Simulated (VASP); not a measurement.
A run of VASP 6.6.1:

INCAR

```
SYSTEM = GaP
PREC = Accurate
ENCUT = 520
EDIFF = 1E-7
ISMEAR = 0
SIGMA = 0.05
LREAL = .False.
LASPH = .True.
NELM = 80
ALGO = Normal
ISIF = 2
LWAVE = .False.
LCHARG = .False.
GGA = PE
NBANDS = 16
```

File KPOINTS:

```
regular mesh
0
Gamma
  10 10 10
  0 0 0
```

File POSCAR:

```
GaP
1.0
    0.0000000000      2.8512695192      2.7760388659
    2.7760388659      0.0000000000      2.7760388659
    2.7760388659      2.8512695192      0.0000000000
Ga P
1 1
Direct
    0.0000000000      0.0000000000      0.0000000000
    0.7500000000      0.7500000000      0.7500000000
```

Potentials or basis: VASP PAW PBE potentials, release 64 (Ga_d, P).

The run is started by

```sh
$ cat potpaw_PBE.64/Ga_d/POTCAR potpaw_PBE.64/P/POTCAR > POTCAR
$ mpirun -np 1 vasp_std > vasp.out
```

Hardware: 1 thread of Intel Xeon 6975P-C, on a shared host.

**Question.** How long does it take, and how much memory?

**Answer.** Wall time 56 s on 1 thread of Intel Xeon 6975P-C, with other jobs on the host, peak memory 0.22 GiB. Counts: scf iterations 14, k points 102.
